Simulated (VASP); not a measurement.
Wanted: the native input for a VASP 6.6.1 run.

* Task: relaxation of cell and atoms
* Functional: PBE
* Potentials or basis: VASP PAW PBE potentials, release 64 (Zn, Sn_d, N)
* Cutoff: 600 eV
* k mesh: 8 × 8 × 8
* Occupations: gaussian, width 0.1 eV
* Spin: no spin polarisation
* Dipole correction: no
* Further INCAR settings: ALGO = Normal; EDIFF = 1e-06; IBRION = 2; EDIFFG = -0.01; NSW = 100; ISIF = 3

The structure of ZnSn4N lies in POSCAR:

```
ZnSn4N
1.0
    0.0000000000      4.2630816841      4.2630816841
    4.2630816841      0.0000000000      4.2630816841
    4.2630816841      4.2630816841      0.0000000000
Zn Sn N
1 4 1
Direct
    0.2500000000      0.2500000000      0.2500000000
    0.6253032522      0.6253032522      0.1240902434
    0.6253032522      0.1240902434      0.6253032522
    0.1240902434      0.6253032522      0.6253032522
    0.6253032522      0.6253032522      0.6253032522
    0.0000000000      0.0000000000      0.0000000000
```

The cell was built from a structure type or drawn by symmetry, and may not be a known phase.

The input as run:

INCAR

```
PREC = Accurate
ENCUT = 600
EDIFF = 1E-6
ISMEAR = 0
SIGMA = 0.1
LREAL = False
LASPH = True
NELM = 80
ALGO = Normal
ISIF = 3
LWAVE = False
LCHARG = False
GGA = PE
IBRION = 2
NSW = 100
EDIFFG = -0.01
```

KPOINTS

```
regular mesh
0
Gamma
  8 8 8
```

Potentials or basis: VASP PAW PBE potentials, release 64 (Zn, Sn_d, N).

Launch:

```bash
$ cat potpaw_PBE.64/Zn/POTCAR potpaw_PBE.64/Sn_d/POTCAR potpaw_PBE.64/N/POTCAR > POTCAR
$ mpirun -np 1 vasp_std > vasp.out
```

It gave:

```
Relaxed volume                        : 26.02 Å³/atom
Relaxed cell                          : a = 6.044 Å, b = 6.044 Å, c = 6.044 Å, α = 60.00°, β = 60.00°, γ = 60.00°
Space group after relaxing (to 0.1 Å) : F-43m (No. 216)
Energy gained by relaxing             : 0.2 meV/atom
Ionic steps                           : 2
Pressure after relaxing               : 0.0 GPa
Largest force after relaxing          : 0.004 eV/Å
Band gap on the k mesh                : zero (an odd number of electrons rules out a gap without spin polarisation)
```

Caveat: spin-orbit coupling is left out, which moves the levels of the heavy elements.

Wall time 27 min on 1 thread of AMD EPYC 7571, on a shared host, peak memory 0.44 GiB.
